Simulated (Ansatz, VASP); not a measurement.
## SnTe in VASP and in Ansatz

```xyz
2
Lattice="4.4560 0.0000 0.0000 2.2280 3.8590 0.0000 2.2280 1.2863 3.6383" Properties=species:S:1:pos:R:3 pbc="T T T"
Sn    0.0000    0.0000    0.0000
Te    4.4560    2.5727    1.8191
```

Alike in both runs: task single point; functional PBE; k mesh 4 × 4 × 4; no spin polarisation.

```csv
,VASP,Ansatz
version,VASP 6.6.1,Ansatz 0.2.0
potentials or method,"VASP PAW PBE potentials, release 64 (Sn_d, Te), cutoff 520 eV","plane waves, PAW"
occupations,"gaussian, width 0.01 eV",fixed
valence electrons in the cell,20,30
```

```tsv
	VASP	Ansatz	Ansatz less VASP
pressure (GPa)	1.5	1.5	+0.03
```

VASP's potentials hold 20 valence electrons a cell and Ansatz's 30, so a difference there can come from the potentials and not from the codes.

The k mesh is coarse, so the values compare programs but aren't converged. Spin-orbit coupling is off throughout.
